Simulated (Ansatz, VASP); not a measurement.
# One calculation of ZrB2, two programs

```
Zr B
1.0
     3.16782    0.00000    0.00000
    -1.58391    2.74341    0.00000
     0.00000    0.00000    3.55178
Zr B
1 2
Cartesian
  0.0000 0.0000 0.0000
  0.0000 1.8289 1.7759
  1.5839 0.9145 1.7759
```

Alike in both runs: functional r2SCAN; k mesh 15 × 15 × 12; occupations fermi-dirac, width 0.15 eV; no spin polarisation.

Ansatz relaxed the structure, and its values are those at the end. VASP's run is a single point on that final structure, the one shown.

|  | VASP | Ansatz |
| --- | --- | --- |
| version | VASP 6.6.1 | Ansatz 0.2.0 |
| potentials or method | VASP PAW PBE potentials, release 64 (Zr_sv, B), cutoff 520 eV | scalar-relativistic, plane waves, PAW |
| valence electrons in the cell | 18 | 18 |

```tsv
	VASP	Ansatz	Ansatz less VASP
gap on the k mesh at the Fermi level (eV)	none	none	-
pressure (GPa)	0.0	0.0	-0.04
```

VASP's potentials were made for PBE, not for r2SCAN. A gap of «none» marks a metal or a gap that the smearing closes. With one functional, cell and mesh, what is left measures potentials, basis and numerics.
